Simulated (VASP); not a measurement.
The system is TiO2.

```
Ti O
1.0
     0.00000    2.41497    2.41497
     2.41497    0.00000    2.41497
     2.41497    2.41497    0.00000
Ti O
1 2
Cartesian
  0.0000 0.0000 0.0000
  1.2075 1.2075 1.2075
  3.6225 3.6225 3.6225
```

```yaml
Program: VASP 6.6.1
Task: relaxation of cell and atoms
Functional: PBEsol
Potentials_or_basis: VASP PAW PBE potentials, release 64 (Ti_sv, O)
Cutoff: 600 eV
k_mesh: 8 × 8 × 8
Occupations: fermi-dirac, width 0.02 eV
Spin: no spin polarisation
```

At the start: pressure -7.7 GPa; volume 9.39 Å³/atom.

Q: How do energy, volume and symmetry change on relaxing?

A: Over 3 steps the energy falls by 7.0 meV/atom and the volume is 9.11 Å³/atom (-3.0 %); space group Fm-3m (No. 225, to 0.05 Å).

Step by step:
| step | energy change (eV) | largest force (eV/Å) | pressure (GPa) | volume (Å³) |
| --- | --- | --- | --- | --- |
| 1 | 0.0000 | 0.0000 | -7.68 | 28.17 |
| 2 | 0.0084 | 0.0000 | 10.23 | 26.37 |
| 3 | -0.0209 | 0.0000 | -0.07 | 27.33 |

Final structure:
```xyz
3
Lattice="0.0000 2.3907 2.3907 2.3907 0.0000 2.3907 2.3907 2.3907 0.0000" Properties=species:S:1:pos:R:3 pbc="T T T"
Ti    0.0000    0.0000    0.0000
O     1.1953    1.1953    1.1953
O     3.5860    3.5860    3.5860
```

Caveat: the PAW data sets were made with another functional, which shifts forces and pressure a little.
